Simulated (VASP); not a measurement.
Wanted: the native input for a VASP 6.6.1 run.

```
Task                   : single point
Functional             : PBE
Dispersion             : D3(BJ)
Potentials or basis    : VASP PAW PBE potentials, release 64 (P)
Cutoff                 : 520 eV
k mesh                 : 9 × 9 × 1
Occupations            : gaussian, width 0.02 eV
Spin                   : no spin polarisation
Dipole correction      : yes
Further INCAR settings : ALGO = Normal; EDIFF = 1e-07; NBANDS = 12
```

The structure of P lies in POSCAR:

```
P
1.0
    3.0100000000      0.0000000000      0.0000000000
   -1.5050000000      2.6067364654      0.0000000000
    0.0000000000      0.0000000000     28.0000000000
P
2
Direct
    0.3333333333      0.6666666667      0.5333571429
    0.6666666667      0.3333333333      0.4666428571
```

One way to write it, as run:

INCAR

```
SYSTEM = P
PREC = Accurate
ENCUT = 520
EDIFF = 1E-7
ISMEAR = 0
SIGMA = 0.02
LREAL = .FALSE.
LASPH = .TRUE.
NELM = 60
ALGO = Normal
ISIF = 2
LWAVE = .FALSE.
LCHARG = .FALSE.
LDIPOL = .TRUE.
IDIPOL = 3
DIPOL = 0.5 0.5 0.500
GGA = PE
IVDW = 12
NBANDS = 12
```

KPOINTS

```
Automatic mesh
0
G
  9 9 1
  0 0 0
```

Potentials or basis: VASP PAW PBE potentials, release 64 (P).

Run with:

```sh
$ cat potpaw_PBE.64/P/POTCAR > POTCAR
$ mpirun -np 1 vasp_std > vasp.out
```

Results of the run:

- Largest force: 1.834 eV/Å
- Band gap on the k mesh: zero (band 5 reaches -0.27 eV, above the bottom of band 6 at -3.86 eV)
- Dispersion energy per atom: -0.236 eV

It took 41 s on 1 thread of Intel(R) Xeon(R) Platinum 8559C (Emerald Rapids) (shared host), peak memory 0.33 GiB.
